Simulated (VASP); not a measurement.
Runs of VASP 6.6.1 on BaTe. It takes space group Fm-3m (No. 225, cubic). The conventional cell has a = 7.065 Å, b = 7.065 Å, c = 7.065 Å, α = 90.00°, β = 90.00°, γ = 90.00°. Within 4.6 Å of Ba (site symmetry m-3m) lie 6 Te at 3.53 Å. Within 4.6 Å of Te (site symmetry m-3m) lie 6 Ba at 3.53 Å. 

```tsv
level	smearing	gap on the mesh (eV)	pressure (GPa)
PBE+D3(BJ)	gaussian 0.01 eV	1.57	-0.8
PBE	fermi-dirac 0.05 eV	1.57	0.4
r2SCAN	gaussian 0.01 eV	(a)	0.3
PBE	gaussian 0.01 eV	1.57	0.4
```

Alike in all rows: task single point; potentials or basis VASP PAW PBE potentials, release 64 (Ba_sv, Te); no spin polarisation; cell as given; k mesh 4 × 4 × 4; cutoff (eV) 520.

Question: Estimate the missing entries.

Answer: (a) 1.93.

Caveats: spin-orbit coupling is left out, which moves the levels of the heavy elements; the PAW data sets were made with another functional, which shifts forces and pressure a little (at least some runs).

A k mesh can miss the band edges, and the runs leave out spin-orbit coupling on Ba, Te.
